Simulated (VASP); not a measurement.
# B (P6/mmm) in VASP: notebook

Runs on B. Level: PBEsol. Tasks: single point.

All numbers are computed with VASP 6.6.1; they aren't measurements. Logs are shortened: lines on timing, memory, paths and dates and some standing lists are left out, and cuts for length are marked.

### Step 1. The cell of the first run

The structure is hexagonal, space group P6/mmm (No. 191). The conventional cell has a = 1.797 Å, b = 1.797 Å, c = 3.262 Å, α = 90.00°, β = 90.00°, γ = 120.00°. Within 2.4 Å of B (site symmetry 6/mmm) lie 6 B at 1.80 Å.

This isn't the form of B at room conditions, which is rhombohedral.

### Step 2. Single point, PBEsol

INCAR reads:

```
SYSTEM = B
ALGO = Normal ; EDIFF = 1E-6
ENCUT = 520 ; GGA = PS
ISIF = 2 ; ISMEAR = 0
LASPH = .TRUE. ; LCHARG = .FALSE.
LREAL = .FALSE. ; LWAVE = .FALSE.
NBANDS = 8 ; NELM = 100
PREC = Accurate ; SIGMA = 0.15
```

KPOINTS reads:

```
k-points
0
G
  36 36 14
  0 0 0
```

POSCAR reads:

```
B
1.0
    1.7972032725      0.0000000000      0.0000000000
   -0.8986016362      1.5564236897      0.0000000000
    0.0000000000      0.0000000000      3.2621271370
B
1
Direct
    0.0000000000      0.0000000000      0.0000000000
```

Potentials or basis: VASP PAW PBE potentials, release 64 (B).

Run with:

```
cat potpaw_PBE.64/B/POTCAR > POTCAR
mpirun -np 1 vasp_std > vasp.out
```

OUTCAR:

```text
SYSTEM = B
   EDIFF = 1E-6
   ENCUT = 520
   GGA = PS
   ISIF = 2
   ISMEAR = 0
   LASPH = .TRUE.
   LREAL = .FALSE.
   NELM = 100
   PREC = Accurate

 ion  position               nearest neighbor table
   1  0.000  0.000  0.000-

  LATTYP: Found a hexagonal cell.
 ALAT       =     1.7972032725
 C/A-ratio  =     1.8151130631

  Lattice vectors:

 A1 = (   1.7972032725,   0.0000000000,   0.0000000000)
 A2 = (  -0.8986016362,   1.5564236897,   0.0000000000)
 A3 = (   0.0000000000,   0.0000000000,   3.2621271370)

Analysis of symmetry for initial positions (statically):
=====================================================================
 Subroutine PRICEL returns:
 Original cell was already a primitive cell.

 Routine SETGRP: Setting up the symmetry group for a
 hexagonal supercell.

 Subroutine GETGRP returns: Found 24 space group operations
 (whereof 24 operations were pure point group operations)
 out of a pool of 24 trial point group operations.

The static configuration has the point symmetry D_6h.

Analysis of symmetry for dynamics (positions and initial velocities):
=====================================================================
 Subroutine PRICEL returns:
 Original cell was already a primitive cell.

 Routine SETGRP: Setting up the symmetry group for a
 hexagonal supercell.

 Subroutine GETGRP returns: Found 24 space group operations
 (whereof 24 operations were pure point group operations)
 out of a pool of 24 trial point group operations.

The dynamic configuration has the point symmetry D_6h.

 Subroutine INISYM returns: Found 24 space group operations
 (whereof 24 operations are pure point group operations),
 and found     1 'primitive' translations

----------------------------------------------------------------------------------------

                                     Primitive cell

  volume of cell :       9.1249

  direct lattice vectors                    reciprocal lattice vectors
     1.797203273  0.000000000  0.000000000     0.556420086  0.321249287  0.000000000
    -0.898601636  1.556423690  0.000000000     0.000000000  0.642498573  0.000000000
     0.000000000  0.000000000  3.262127137     0.000000000  0.000000000  0.306548445

  length of vectors
     1.797203273  1.797203272  3.262127137     0.642498573  0.642498573  0.306548445

  position of ions in fractional coordinates (direct lattice)
     0.000000000  0.000000000  0.000000000

  ion indices of the primitive-cell ions
   primitive index   ion index
                 1           1

----------------------------------------------------------------------------------------

 KPOINTS: k-points

Automatic generation of k-mesh.
 Grid dimensions read from file:
 generate k-points for:   36   36   14

 Generating k-lattice:

  Cartesian coordinates                     Fractional coordinates (reciprocal lattice)
     0.015456114  0.008923591  0.000000000     0.027777778 -0.000000000  0.000000000
     0.000000000  0.017847183  0.000000000     0.000000000  0.027777778  0.000000000
     0.000000000  0.000000000  0.021896317     0.000000000  0.000000000  0.071428571

  Length of vectors
     0.017847183  0.017847183  0.021896317

  Shift w.r.t. Gamma in fractional coordinates (k-lattice)
     0.000000000  0.000000000  0.000000000

 Subroutine IBZKPT returns following result:
 ===========================================

 Found   1016 irreducible k-points:

 Following reciprocal coordinates:
            Coordinates               Weight
  0.000000  0.000000  0.000000      1.000000
  0.027778  0.000000  0.000000      6.000000
  0.055556  0.000000  0.000000      6.000000
  0.083333  0.000000  0.000000      6.000000
  0.111111  0.000000  0.000000      6.000000
  0.138889  0.000000  0.000000      6.000000
[... 16 lines left out ...]
  0.111111  0.027778  0.000000     12.000000
  0.138889  0.027778  0.000000     12.000000
 [... further k-points ...]
   k-points           NKPTS =   1016   k-points in BZ     NKDIM =   1016   number of bands    NBANDS=      8
   number of dos      NEDOS =    301   number of ions     NIONS =      1
   total plane-waves  NPLWV =   4704
   dimension x,y,z NGX =    14 NGY =   14 NGZ =   24
   dimension x,y,z NGXF=    28 NGYF=   28 NGZF=   48
   ions per type =               1
   NGX,Y,Z   is equivalent  to a cutoff of  12.95, 12.95, 12.23 a.u.
   NGXF,Y,Z  is equivalent  to a cutoff of  25.90, 25.90, 24.46 a.u.
 SYSTEM =  B
   PREC   = accura    normal or accurate (medium, high low for compatibility)
   ISTART =      0    job   : 0-new  1-cont  2-samecut
   ICHARG =      2    charge: 1-file 2-atom 10-const
   ISPIN  =      1    spin polarized calculation?
   LNONCOLLINEAR =      F non collinear calculations
   LSORBIT =      F    spin-orbit coupling
   LASPH  =      T    aspherical Exc in radial PAW
   ENCUT  =  520.0 eV  38.22 Ry    6.18 a.u.   3.34  3.34  6.07*2*pi/ulx,y,z
   NELM   =    100;   NELMIN=  2; NELMDL= -5     # of ELM steps
   EDIFF  = 0.1E-05   stopping-criterion for ELM
   LREAL  =      F    real-space projection
   EDIFFG = 0.1E-04   stopping-criterion for IOM
   NSW    =      0    number of steps for IOM
   IBRION =     -1    ionic relax: 0-MD 1-quasi-New 2-CG
   NFREE  =      0    steps in history (QN), initial steepest desc. (CG)
   ISIF   =      2    stress and relaxation
   ISYM   =      2    0-nonsym 1-usesym 2-fastsym
   POTIM  = 0.5000    time-step for ionic-motion
   TEBEG  =    0.0;   TEEND  =   0.0 temperature during run
   PSTRESS=    0.0 pullay stress
   NELECT =       3.0000    total number of electrons
   NUPDOWN=      -1.0000    fix difference up-down
   EMIN   =  10.00;   EMAX   =-10.00  energy-range for DOS
   EFERMI =   0.00;   METHOD = LEGACY
   ISMEAR =     0;   SIGMA  =   0.15  broadening in eV -4-tet -1-fermi 0-gaus
   EFERMI_NEDOS =   21; number of points for ismear=-14 and -15
   IALGO  =     38    algorithm
   IMIX   =      4    mixing-type and parameters
     AMIX     =   0.40;   BMIX     =  1.00
     AMIX_MAG =   1.60;   BMIX_MAG =  1.00
  volume/ion in A,a.u.               =       9.12        61.58
  Fermi-wavevector in a.u.,A,eV,Ry     =   1.129900  2.135201 17.370199  1.276674
  Thomas-Fermi vector in A             =   2.266595
   LORBIT       =      0    0 simple, 1 ext, 2 COOP (PROOUT), +10 PAW based schemes
   GGA     = PS    functional components
   LHFCALC =     F    Hartree Fock is set to
   AEXX    =    0.0000 exact exchange contribution
   IVDW    =     0    specifies the selected vdW correction
   LEPSILON=     F    determine dielectric tensor
   LRPA    =     F    only Hartree local field effects (RPA)
 non-spin polarized calculation
 Gauss-broadening in eV      SIGMA  =   0.15
  energy-cutoff  :      520.00
  volume of cell :        9.12
 maximum number of plane-waves:       260
 NGX is ok and might be reduce to    14
   NGX =  7   NGY =  7   NGZ = 13

 number of electron       3.0000000 magnetization

 Free energy of the ion-electron system (eV)
  ---------------------------------------------------
  ext. energy  EPLUGINS =         0.00000000
  ---------------------------------------------------
  free energy    TOTEN  =        -6.19300104 eV

  energy without entropy =       -6.18941723  energy(sigma->0) =       -6.19120914

 E-fermi :   5.3489     XC(G=0): -10.6219

 val. band max:        5.3465139149   @ k =   0.3889   0.1944   0.2857
 cond. band min:       5.3599960020   @ k =   0.4444   0.1111   0.0714
 fundamental gap:      0.0134820870
 Fermi energy:         5.3489052910

 k-point     1 :       0.0000    0.0000    0.0000
  band No.  band energies     occupation
      1     -10.8557      2.00000
      2       0.6217      2.00000
      3       9.0345      0.00000
      4      26.8021      0.00000
      5      26.8021      0.00000
      6      38.6007      0.00000
      7      45.6687      0.00000
      8      46.9256      0.00000

 k-point     2 :       0.0278    0.0000    0.0000
  band No.  band energies     occupation
      1     -10.8216      2.00000
      2       0.6664      2.00000
      3       9.0707      0.00000
      4      26.6627      0.00000
      5      26.7043      0.00000
      6      38.5970      0.00000
      7      45.7287      0.00000
      8      45.9537      0.00000

 k-point     3 :       0.0556    0.0000    0.0000
  band No.  band energies     occupation
      1     -10.7194      2.00000
      2       0.8005      2.00000
      3       9.1790      0.00000
      4      26.2460      0.00000
      5      26.4226      0.00000
      6      38.5793      0.00000
      7      44.2302      0.00000
      8      46.0128      0.00000

 k-point     4 :       0.0833    0.0000    0.0000
  band No.  band energies     occupation
      1     -10.5492      2.00000
      2       1.0236      2.00000
      3       9.3581      0.00000
      4      25.5591      0.00000
      5      25.9872      0.00000
      6      38.5253      0.00000
      7      42.6224      0.00000
      8      46.4132      0.00000

 k-point     5 :       0.1111    0.0000    0.0000
  band No.  band energies     occupation
      1     -10.3114      2.00000
      2       1.3353      2.00000
      3       9.6059      0.00000
      4      24.6210      0.00000
      5      25.4381      0.00000
      6      38.3919      0.00000
      7      41.2398      0.00000
      8      46.9322      0.00000
[... 177 lines left out ...]
 k-point    22 :       0.0833    0.0278    0.0000
  band No.  band energies     occupation
      1     -10.4132      2.00000
      2       1.2018      2.00000
      3       9.5004      0.00000
      4      25.0883      0.00000
      5      25.5875      0.00000
      6      38.4595      0.00000
      7      41.8254      0.00000
      8      46.5755      0.00000

 k-point    23 :       0.1111    0.0278    0.0000
  band No.  band energies     occupation
      1     -10.1419      2.00000
      2       1.5575      2.00000
      3       9.7808      0.00000
      4      24.0507      0.00000
      5      24.9841      0.00000
      6      38.2556      0.00000
      7      40.6425      0.00000
      8      47.1075      0.00000

 k-point    24 :       0.1389    0.0278    0.0000
  band No.  band energies     occupation
      1      -9.8038      2.00000
      2       2.0006      2.00000
      3      10.1220      0.00000
      4      22.8135      0.00000
      5      24.3345      0.00000
      6      37.8525      0.00000
      7      39.6860      0.00000
      8      47.5260      0.00000

 [... further k-points ...]
[... 5 lines left out ...]
  --------------------------------------------------------------------------------------
  -------------------------------------------------------------------------------------
  Total       -2.0572007     -2.0572007      0.1472839     -0.0000000     -0.0000000     -0.0000000
  in kB     -361.2113020   -361.2113020     25.8606739     -0.0000000     -0.0000000     -0.0000000
  external PRESSURE =    -232.1873100 kB  Pullay stress =       0.0000000 kB

 VOLUME and BASIS-vectors are now :
 -----------------------------------------------------------------------------
  energy-cutoff  :      520.00
  volume of cell :        9.12
      direct lattice vectors                 reciprocal lattice vectors
     1.797203273  0.000000000  0.000000000     0.556420086  0.321249287  0.000000000
    -0.898601636  1.556423690  0.000000000     0.000000000  0.642498573  0.000000000
     0.000000000  0.000000000  3.262127137     0.000000000  0.000000000  0.306548445

 POSITION                                       TOTAL-FORCE (eV/Angst)
 -----------------------------------------------------------------------------------
      0.00000      0.00000      0.00000        -0.000000      0.000000      0.000000
 -----------------------------------------------------------------------------------
    total drift:                                0.000000      0.000000      0.000000

  FREE ENERGIE OF THE ION-ELECTRON SYSTEM (eV)
  ---------------------------------------------------
  free  energy   TOTEN  =        -6.1930010435 eV

  energy  without entropy=       -6.1894172310  energy(sigma->0) =       -6.19120914
```

Run time: 26 s. Hardware: 1 thread of AMD EPYC 9R45 (Zen 5), shared host; peak memory 0.13 GiB.

Results:

```yaml
Free_energy: -6.1930 eV
Pressure: -23.2 GPa
Band_gap_on_the_k_mesh: zero (an odd number of electrons rules out a gap without spin polarisation)
```

Stress tensor (GPa, compression positive):
```
-36.12   0.00   0.00
  0.00 -36.12   0.00
  0.00   0.00   2.59
```

Caveat: the cell stands under tension; the PAW data sets were made with another functional, which shifts forces and pressure a little.

(Continued in part 2 of 3.)
